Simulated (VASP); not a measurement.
A run of VASP 6.6.1 is set up as follows.

The input INCAR:

```
PREC = Accurate
ENCUT = 520
EDIFF = 1E-6
ISMEAR = 0
SIGMA = 0.05
LREAL = Auto
LASPH = True
NELM = 80
ALGO = Normal
ISIF = 2
LWAVE = False
LCHARG = False
GGA = PE
NELECT = 74.0
NBANDS = 52
```

Contents of KPOINTS:

```
regular mesh
0
Gamma
  2 2 2
```

The input POSCAR:

```
CuSi16
1.0
    0.0000000000      5.4300000000      5.4300000000
    5.4300000000      0.0000000000      5.4300000000
    5.4300000000      5.4300000000      0.0000000000
Si Cu
16 1
Direct
    0.0057465009      0.0033818600     -0.0080485267
    0.1123076427      0.1263824125      0.1347980663
   -0.0283526703      0.0094952118      0.5091904236
    0.1188546041      0.1355822284      0.6200393186
    0.0054706262      0.4987918048     -0.0076234807
    0.1357768877      0.6309155617      0.1024512891
    0.0128500000      0.5064969613      0.4737155617
    0.1179743094      0.6258315838      0.6203120626
    0.4899178637     -0.0143174954      0.0376909761
    0.6314684162      0.1287698895      0.1266341621
    0.5089091160      0.0061534991      0.5005844383
    0.6000784530      0.1174176796      0.6659276243
    0.5096969613      0.5012686004     -0.0127072744
    0.6311693370      0.6121582873      0.1274814917
    0.5077209024      0.4850555249      0.5014938306
    0.6387948435      0.6236766114      0.6146543278
    0.3393789134      0.8513490792      0.4585275322
```

Potentials or basis: VASP PAW PBE potentials, release 64 (Si, Cu).

The run is started by

```sh
$ cat potpaw_PBE.64/Si/POTCAR potpaw_PBE.64/Cu/POTCAR > POTCAR
$ mpirun -np 1 vasp_std > vasp.out
```

(1) What does it give for the largest force?

Results:

(1) 0.049 eV/Å.

Caveat: the k points lie up to 0.50 Å⁻¹ apart; the cell carries a net charge on a neutralising background, which shifts energy and pressure.
